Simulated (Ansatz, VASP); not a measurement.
## Pt in VASP and in Ansatz

Contents of INCAR:

```
PREC = Accurate
ENCUT = 520
EDIFF = 1E-7
ISMEAR = 0
SIGMA = 0.15
LREAL = F
LASPH = T
NELM = 80
ALGO = Fast
ISIF = 2
LWAVE = F
LCHARG = F
NBANDS = 11
```

The input KPOINTS:

```
regular mesh
0
Gamma
  20 20 20
```

File POSCAR:

```
Pt
1.0
    0.0000000000      1.9468328700      1.8786937196
    1.7862191582      0.0000000000      1.8786937196
    1.7862191582      1.9468328700      0.0000000000
Pt
1
Direct
    0.0000000000      0.0000000000      0.0000000000
```

Input for Ansatz:

```yaml
crystal:
  lattice:
    - [0.0, 1.94683287, 1.8786937196]
    - [1.7862191582, 0.0, 1.8786937196]
    - [1.7862191582, 1.94683287, 0.0]
  atoms:
    - { symbol: Pt, position: [0.0, 0.0, 0.0] }
basis:
  ecutwfc: 420
kpoints:
  mp_grid: { grid: [20, 20, 20] }
hamiltonian:
  xc: lda
scf:
  occupations: { method: gaussian, width: 0.15 }
output:
  forces: true
  stress: true
  eigenvalues: true
  write_density: true
  write_potential: true
  elf: true
  volumetric_format: npy
```

Change from the starting cell: normal strain along x -0.0825, normal strain along z -0.0350.

Alike in both runs: task single point; functional LDA; k mesh 20 × 20 × 20; occupations gaussian, width 0.15 eV; no spin polarisation.

|  | VASP | Ansatz |
| --- | --- | --- |
| version | VASP 6.6.1 | Ansatz 0.2.0 |
| potentials or method | VASP PAW LDA potentials, release 64 (Pt), cutoff 520 eV | scalar-relativistic, plane waves, PAW |
| valence electrons in the cell | 10 | 18 |

Ansatz gave:

* gap on the k mesh at the Fermi level (eV): none
* pressure (GPa): 52.5
* traceless stress, the component that is largest in VASP (GPa): -7.85

Question: What did VASP give for the same quantities?

Answer: gap on the k mesh at the Fermi level (eV): none; pressure (GPa): 53.9; traceless stress, the component that is largest in VASP (GPa): -7.88.

LDA's correlation is that of Perdew and Zunger in VASP and of Perdew and Wang (1992) in Ansatz. A gap of «none» marks a metal or a gap that the smearing closes. Both programs put the cell under a high pressure, so it lies far from rest at this level. VASP's potentials hold 10 valence electrons a cell and Ansatz's 18, so a difference there can come from the potentials and not from the codes.

Spin-orbit coupling is off throughout.
